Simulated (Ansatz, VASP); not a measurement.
## SiSe4: VASP beside Ansatz

```xyz
5
Lattice="-3.1530 3.1530 3.1530 3.1530 -3.1530 3.1530 3.1530 3.1530 -3.1530" Properties=species:S:1:pos:R:3 pbc="T T T"
Si    0.0000    0.0000    0.0000
Se    1.5765    1.5765   -1.5765
Se    1.5765   -1.5765    1.5765
Se   -1.5765    1.5765    1.5765
Se    1.5765    1.5765    1.5765
```

Change from the starting cell: species swapped into the MnGa4 type (Im-3m, No. 229).

Alike in both runs: task relaxation of cell and atoms; functional PBE; k mesh 8 × 8 × 8; occupations gaussian, width 0.1 eV; no spin polarisation.

|  | VASP | Ansatz |
| --- | --- | --- |
| version | VASP 6.6.1 | Ansatz 0.2.0 |
| potentials or method | VASP PAW PBE potentials, release 64 (Si, Se), cutoff 600 eV | scalar-relativistic, plane waves, PAW |
| valence electrons in the cell | 28 | 68 |

|  | VASP | Ansatz | Ansatz less VASP |
| --- | --- | --- | --- |
| gap on the k mesh at the Fermi level, each at its own relaxed structure (eV) | none | none | - |
| relaxed volume (Å³/atom) | 23.06 | 23.06 | +0.001 |
| relaxed length of the cell vector where the two differ most in proportion (Å) | 5.311 | 5.311 | +0.0001 |

A gap of «none» marks a metal or a gap that the smearing closes. VASP's potentials hold 28 valence electrons a cell and Ansatz's 68, so a difference there can come from the potentials and not from the codes.
